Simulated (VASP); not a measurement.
# HfSi2N2 (Fmmm) in VASP: single point with PBE

Aim: the single point of HfSi2N2 with PBE.

All numbers are computed with VASP 6.6.1; they aren't measurements. Logs are shortened: lines on timing, memory, paths and dates and some standing lists are left out, and cuts for length are marked.

### 1 The cell of the first run

The structure is orthorhombic, space group Fmmm (No. 69). Conventional cell: a = 4.589 Å, b = 6.841 Å, c = 7.611 Å, α = 90.00°, β = 90.00°, γ = 90.00°. Hf (site symmetry mmm) has 6 N at 2.46 to 2.66 Å and 8 Si at 2.80 Å within 3.2 Å. Si (site symmetry 222) has 4 N at 2.13 Å and 2 Si at 2.29 Å and 4 Hf at 2.80 Å within 2.9 Å. N (site symmetry mm2) has 4 Si at 2.13 Å and 3 Hf at 2.46 to 2.66 Å and 3 N at 2.55 to 2.69 Å within 2.8 Å.

### 2 Single point, PBE

The input, POSCAR:

```
HfSi2N2
1.0
    0.0000000000      3.4203974891      3.8056574033
    2.2946024594      0.0000000000      3.8056574033
    2.2946024594      3.4203974891      0.0000000000
Hf Si N
1 2 2
Direct
    0.0000000000      0.0000000000      0.0000000000
    0.7500000000      0.7500000000      0.7500000000
    0.2500000000      0.2500000000      0.2500000000
    0.3232124086      0.3232124086      0.6767875914
    0.6767875914      0.6767875914      0.3232124086
```

The input, INCAR.step1:

```
ALGO     = Normal         # electronic algorithm
EDIFF    = 1E-7           # SCF threshold, eV
ENCUT    = 520            # plane-wave cutoff, eV
GGA      = PE             # functional
ISIF     = 2              # what is computed and relaxed
ISMEAR   = 0              # smearing method
LASPH    = T              # aspherical terms in the spheres
LCHARG   = T              # write CHGCAR
LMAXMIX  = 4              # l up to which the mixer works
LREAL    = F              # projectors in reciprocal space
LWAVE    = F              # write WAVECAR
NBANDS   = 22             # bands
NELM     = 100            # most SCF steps
PREC     = Accurate       # precision mode
SIGMA    = 0.1            # smearing width, eV
```

The input, KPOINTS.step1:

```
k-points
0
Gamma
  12 12 12
```

The input, INCAR.step2:

```
ALGO     = Normal         # electronic algorithm
EDIFF    = 1E-7           # SCF threshold, eV
ENCUT    = 520            # plane-wave cutoff, eV
GGA      = PE             # functional
ICHARG   = 11             # starting density
ISIF     = 2              # what is computed and relaxed
ISMEAR   = -5             # smearing method
LASPH    = T              # aspherical terms in the spheres
LCHARG   = F              # write CHGCAR
LMAXMIX  = 4              # l up to which the mixer works
LORBIT   = 11             # projections on sites
LREAL    = F              # projectors in reciprocal space
LWAVE    = F              # write WAVECAR
NEDOS    = 2001           # points of the DOS
NELM     = 100            # most SCF steps
PREC     = Accurate       # precision mode
SIGMA    = 0.1            # smearing width, eV
```

The input, KPOINTS.step2:

```
k-points
0
Gamma
  18 18 18
```

Potentials or basis: VASP PAW PBE potentials, release 64 (Hf_pv, Si, N).

Started as:

```console
cat potpaw_PBE.64/Hf_pv/POTCAR potpaw_PBE.64/Si/POTCAR potpaw_PBE.64/N/POTCAR > POTCAR
cp INCAR.step1 INCAR
cp KPOINTS.step1 KPOINTS
mpirun -np 1 vasp_std > vasp.out
cp INCAR.step2 INCAR
cp KPOINTS.step2 KPOINTS
mpirun -np 1 vasp_std > vasp.out
```

OUTCAR:

```text
EDIFF = 1E-7
   ENCUT = 520
   GGA = PE
   ICHARG = 11
   ISIF = 2
   ISMEAR = -5
   LASPH = T
   LORBIT = 11
   LREAL = F
   NELM = 100
   PREC = Accurate

 ion  position               nearest neighbor table
   1  0.000  0.000  0.000-   4 2.46   5 2.46   5 2.66   5 2.66   4 2.66   4 2.66   2 2.80   3 2.80
                             2 2.80   2 2.80   3 2.80   3 2.80   2 2.80   3 2.80
   2  0.750  0.750  0.750-   4 2.13   4 2.13   5 2.13   5 2.13   3 2.29   3 2.29   1 2.80   1 2.80
                             1 2.80   1 2.80
   3  0.250  0.250  0.250-   4 2.13   4 2.13   5 2.13   5 2.13   2 2.29   2 2.29   1 2.80   1 2.80
                             1 2.80   1 2.80
   4  0.323  0.323  0.677-   3 2.13   3 2.13   2 2.13   2 2.13   1 2.46   1 2.66   1 2.66
   5  0.677  0.677  0.323-   3 2.13   3 2.13   2 2.13   2 2.13   1 2.46   1 2.66   1 2.66

  LATTYP: Found a face centered orthorhombic cell.
 ALAT       =     4.5892049188
 B/A-ratio  =     1.4906274832
 C/A-ratio  =     1.6585258103

  Lattice vectors:

 A1 = (   0.0000000000,   3.4203974891,   3.8056574033)
 A2 = (   2.2946024594,   0.0000000000,   3.8056574033)
 A3 = (   2.2946024594,   3.4203974891,   0.0000000000)

Analysis of symmetry for initial positions (statically):
=====================================================================
 Subroutine PRICEL returns:
 Original cell was already a primitive cell.

 Routine SETGRP: Setting up the symmetry group for a
 face centered orthorhombic supercell.

 Subroutine GETGRP returns: Found  8 space group operations
 (whereof  8 operations were pure point group operations)
 out of a pool of  8 trial point group operations.

The static configuration has the point symmetry D_2h.

Analysis of symmetry for dynamics (positions and initial velocities):
=====================================================================
 Subroutine PRICEL returns:
 Original cell was already a primitive cell.

 Routine SETGRP: Setting up the symmetry group for a
 face centered orthorhombic supercell.

 Subroutine GETGRP returns: Found  8 space group operations
 (whereof  8 operations were pure point group operations)
 out of a pool of  8 trial point group operations.

The dynamic configuration has the point symmetry D_2h.

 Subroutine INISYM returns: Found  8 space group operations
 (whereof  8 operations are pure point group operations),
 and found     1 'primitive' translations

----------------------------------------------------------------------------------------

                                     Primitive cell

  volume of cell :      59.7370

  direct lattice vectors                    reciprocal lattice vectors
     0.000000000  3.420397489  3.805657403    -0.217902669  0.146181840  0.131383345
     2.294602459  0.000000000  3.805657403     0.217902669 -0.146181840  0.131383345
     2.294602459  3.420397489  0.000000000     0.217902669  0.146181840 -0.131383345

  length of vectors
     5.116849348  4.443897919  4.118776448     0.293448951  0.293448951  0.293448951

  position of ions in fractional coordinates (direct lattice)
     0.000000000  0.000000000  0.000000000
     0.750000000  0.750000000  0.750000000
     0.250000000  0.250000000  0.250000000
     0.323212409  0.323212409  0.676787591
     0.676787591  0.676787591  0.323212409

  ion indices of the primitive-cell ions
   primitive index   ion index
                 1           1
                 2           2
                 3           3
                 4           4
                 5           5

----------------------------------------------------------------------------------------

 KPOINTS: k-points

Automatic generation of k-mesh.
 Grid dimensions read from file:
 generate k-points for:   18   18   18

 Generating k-lattice:

  Cartesian coordinates                     Fractional coordinates (reciprocal lattice)
    -0.012105704  0.008121213  0.007299075     0.055555556  0.000000000  0.000000000
     0.012105704 -0.008121213  0.007299075     0.000000000  0.055555556  0.000000000
     0.012105704  0.008121213 -0.007299075    -0.000000000 -0.000000000  0.055555556

  Length of vectors
     0.016302720  0.016302720  0.016302720

  Shift w.r.t. Gamma in fractional coordinates (k-lattice)
     0.000000000  0.000000000  0.000000000

 TETIRR: Found   4806 inequivalent tetrahedra from    34992

 Subroutine IBZKPT returns following result:
 ===========================================

 Found    865 irreducible k-points:

 Following reciprocal coordinates:
            Coordinates               Weight
  0.000000  0.000000  0.000000      1.000000
  0.055556  0.000000  0.000000      8.000000
  0.111111  0.000000  0.000000      8.000000
  0.166667  0.000000  0.000000      8.000000
  0.222222  0.000000  0.000000      8.000000
  0.277778  0.000000  0.000000      8.000000
[... 16 lines left out ...]
 -0.277778  0.055556 -0.000000      8.000000
 -0.222222  0.055556 -0.000000      8.000000
 [... further k-points ...]
   k-points           NKPTS =    865   k-points in BZ     NKDIM =    865   number of bands    NBANDS=     18
   number of dos      NEDOS =   2001   number of ions     NIONS =      5
   total plane-waves  NPLWV =  46080
   dimension x,y,z NGX =    40 NGY =   36 NGZ =   32
   dimension x,y,z NGXF=    80 NGYF=   72 NGZF=   64
   ions per type =               1   2   2
   NGX,Y,Z   is equivalent  to a cutoff of  13.00, 13.47, 12.92 a.u.
   NGXF,Y,Z  is equivalent  to a cutoff of  25.99, 26.94, 25.83 a.u.
 SYSTEM =  unknown system
   PREC   = accura    normal or accurate (medium, high low for compatibility)
   ISTART =      0    job   : 0-new  1-cont  2-samecut
   ICHARG =     11    charge: 1-file 2-atom 10-const
   ISPIN  =      1    spin polarized calculation?
   LNONCOLLINEAR =      F non collinear calculations
   LSORBIT =      F    spin-orbit coupling
   LASPH  =      T    aspherical Exc in radial PAW
   ENCUT  =  520.0 eV  38.22 Ry    6.18 a.u.   9.51  8.26  7.66*2*pi/ulx,y,z
   NELM   =    100;   NELMIN=  2; NELMDL=  0     # of ELM steps
   EDIFF  = 0.1E-06   stopping-criterion for ELM
   LREAL  =      F    real-space projection
   EDIFFG = 0.1E-05   stopping-criterion for IOM
   NSW    =      0    number of steps for IOM
   IBRION =     -1    ionic relax: 0-MD 1-quasi-New 2-CG
   NFREE  =      0    steps in history (QN), initial steepest desc. (CG)
   ISIF   =      2    stress and relaxation
   ISYM   =      2    0-nonsym 1-usesym 2-fastsym
   POTIM  = 0.5000    time-step for ionic-motion
   TEBEG  =    0.0;   TEEND  =   0.0 temperature during run
   PSTRESS=    0.0 pullay stress
   NELECT =      28.0000    total number of electrons
   NUPDOWN=      -1.0000    fix difference up-down
   EMIN   =  10.00;   EMAX   =-10.00  energy-range for DOS
   EFERMI =   0.00;   METHOD = LEGACY
   ISMEAR =    -5;   SIGMA  =   0.10  broadening in eV -4-tet -1-fermi 0-gaus
   EFERMI_NEDOS =   21; number of points for ismear=-14 and -15
   IALGO  =     38    algorithm
   IMIX   =      4    mixing-type and parameters
     AMIX     =   0.40;   BMIX     =  1.00
     AMIX_MAG =   1.60;   BMIX_MAG =  1.00
  volume/ion in A,a.u.               =      11.95        80.63
  Fermi-wavevector in a.u.,A,eV,Ry     =   1.271685  2.403136 22.003112  1.617183
  Thomas-Fermi vector in A             =   2.404605
   LORBIT       =     11    0 simple, 1 ext, 2 COOP (PROOUT), +10 PAW based schemes
   GGA     = PE    functional components
   LHFCALC =     F    Hartree Fock is set to
   AEXX    =    0.0000 exact exchange contribution
   IVDW    =     0    specifies the selected vdW correction
   LEPSILON=     F    determine dielectric tensor
   LRPA    =     F    only Hartree local field effects (RPA)
 non-spin polarized calculation
 Fermi weights with tetrahedron method with Bloechl corrections
  energy-cutoff  :      520.00
  volume of cell :       59.74
 maximum number of plane-waves:      1636
 NGX is ok and might be reduce to    40

 number of electron      28.0000000 magnetization

 Free energy of the ion-electron system (eV)
  ---------------------------------------------------
  ext. energy  EPLUGINS =         0.00000000
  ---------------------------------------------------
  free energy    TOTEN  =       -35.41232188 eV

  energy without entropy =      -35.41232188  energy(sigma->0) =      -35.41232188

 E-fermi :   8.5130     XC(G=0): -11.8097

 val. band max:        8.5681689971   @ k =   0.3889  -0.1111   0.2778
 cond. band min:       8.4468067736   @ k =  -0.1667   0.3889   0.2222
 fundamental gap:     -0.1213622234
 Fermi energy:         8.5129665417

 k-point     1 :       0.0000    0.0000    0.0000
  band No.  band energies     occupation
      1     -22.9302      2.00000
      2     -22.9149      2.00000
      3     -22.7450      2.00000
      4      -9.3781      2.00000
      5      -5.2815      2.00000
      6       0.7795      2.00000
[... 10 lines left out ...]
     17      10.9074      0.00000
     18      11.2428      0.00000

 k-point     2 :       0.0556    0.0000    0.0000
  band No.  band energies     occupation
      1     -22.9310      2.00000
      2     -22.9155      2.00000
      3     -22.7456      2.00000
      4      -9.3480      2.00000
      5      -5.3215      2.00000
      6       0.7074      2.00000
[... 10 lines left out ...]
     17      10.8712      0.00000
     18      11.5151      0.00000

 k-point     3 :       0.1111    0.0000    0.0000
  band No.  band energies     occupation
      1     -22.9334      2.00000
      2     -22.9170      2.00000
      3     -22.7473      2.00000
      4      -9.2586      2.00000
      5      -5.4373      2.00000
      6       0.5014      2.00000
[... 10 lines left out ...]
     17      10.9052      0.00000
     18      11.9755      0.00000

 k-point     4 :       0.1667    0.0000    0.0000
  band No.  band energies     occupation
      1     -22.9374      2.00000
      2     -22.9189      2.00000
      3     -22.7499      2.00000
      4      -9.1130      2.00000
      5      -5.6181      2.00000
      6       0.2063      2.00000
[... 375 lines left out ...]
      4      -8.1681      2.00000
      5      -6.6753      2.00000
      6      -0.8075      2.00000
[... 10 lines left out ...]
     17      10.6154      0.00000
     18      11.5343      0.00000

 k-point    23 :      -0.2778    0.0556   -0.0000
  band No.  band energies     occupation
      1     -22.9518      2.00000
      2     -22.9230      2.00000
      3     -22.7592      2.00000
      4      -8.4718      2.00000
      5      -6.3604      2.00000
      6      -0.5996      2.00000
[... 10 lines left out ...]
     17      11.0390      0.00000
     18      11.6205      0.00000

 k-point    24 :      -0.2222    0.0556   -0.0000
  band No.  band energies     occupation
      1     -22.9461      2.00000
      2     -22.9209      2.00000
      3     -22.7563      2.00000
      4      -8.7428      2.00000
      5      -6.0658      2.00000
      6      -0.3353      2.00000
[... 10 lines left out ...]
     17      11.2050      0.00000
     18      12.0457      0.00000

 [... further k-points ...]

------------------------ aborting loop because EDIFF is reached ----------------------------------------

  FORCE on cell =-STRESS in cart. coord.  units (eV):
  Direction    XX          YY          ZZ          XY          YZ          ZX
  --------------------------------------------------------------------------------------
  -------------------------------------------------------------------------------------
  Total       -0.2422016     -0.0303682     -0.3484030     -0.0000000      0.0000000      0.0000000
  in kB       -6.4959668     -0.8144895     -9.3443412     -0.0000000      0.0000000      0.0000000
  external PRESSURE =      -5.5515992 kB  Pullay stress =       0.0000000 kB

 VOLUME and BASIS-vectors are now :
 -----------------------------------------------------------------------------
  energy-cutoff  :      520.00
  volume of cell :       59.74
      direct lattice vectors                 reciprocal lattice vectors
     0.000000000  3.420397489  3.805657403    -0.217902669  0.146181840  0.131383345
     2.294602459  0.000000000  3.805657403     0.217902669 -0.146181840  0.131383345
     2.294602459  3.420397489  0.000000000     0.217902669  0.146181840 -0.131383345

 POSITION                                       TOTAL-FORCE (eV/Angst)
 -----------------------------------------------------------------------------------
      0.00000      0.00000      0.00000        -0.000000      0.000000     -0.000000
      3.44190      5.13060      5.70849        -0.000000     -0.000000     -0.000000
      1.14730      1.71020      1.90283         0.000000      0.000000     -0.000000
      2.29460      3.42040      2.46007        -0.000000      0.000000     -0.025214
      2.29460      3.42040      5.15124        -0.000000      0.000000      0.025214
 -----------------------------------------------------------------------------------
    total drift:                                0.000000      0.000000      0.000000

  FREE ENERGIE OF THE ION-ELECTRON SYSTEM (eV)
  ---------------------------------------------------
  free  energy   TOTEN  =       -35.4123218790 eV

  energy  without entropy=      -35.4123218790  energy(sigma->0) =      -35.41232188

 total charge

# of ion       s       p       d       tot
------------------------------------------
    1        0.266   6.367   1.599   8.232
    2        0.777   0.810   0.000   1.587
    3        0.777   0.810   0.000   1.587
    4        1.308   2.298   0.000   3.606
    5        1.308   2.298   0.000   3.606
--------------------------------------------------
tot          4.435  12.584   1.599  18.618
```

Run time: 6.7 min. Hardware: 1 thread of Intel Xeon 6975P-C (Granite Rapids), shared host; peak memory 0.98 GiB.

Results:

```yaml
Valence_electrons_inside_the_program's_atomic_spheres: Hf 8.23; Si 1.59; N 3.61
```

Levels at points of the mesh, in eV from the Fermi level:
```csv
k point,band 12,band 13,band 14,band 15,band 16,band 17
"(0.00, 0.00, 0.00)",-2.83,-2.11,-1.88,-0.10,1.89,2.39
"(0.50, 0.00, 0.00)",-2.72,-1.70,-0.77,1.25,1.36,1.64
"(0.50, 0.50, 0.00)",-2.27,-2.13,-1.60,0.20,1.92,2.39
"(0.50, 0.00, 0.50)",-2.61,-0.05,0.64,1.32,1.80,2.85
"(0.00, 0.50, 0.50)",-1.92,-1.51,0.63,1.24,1.68,2.37
```

Caveat: spin-orbit coupling is left out, which moves the levels of the heavy elements.
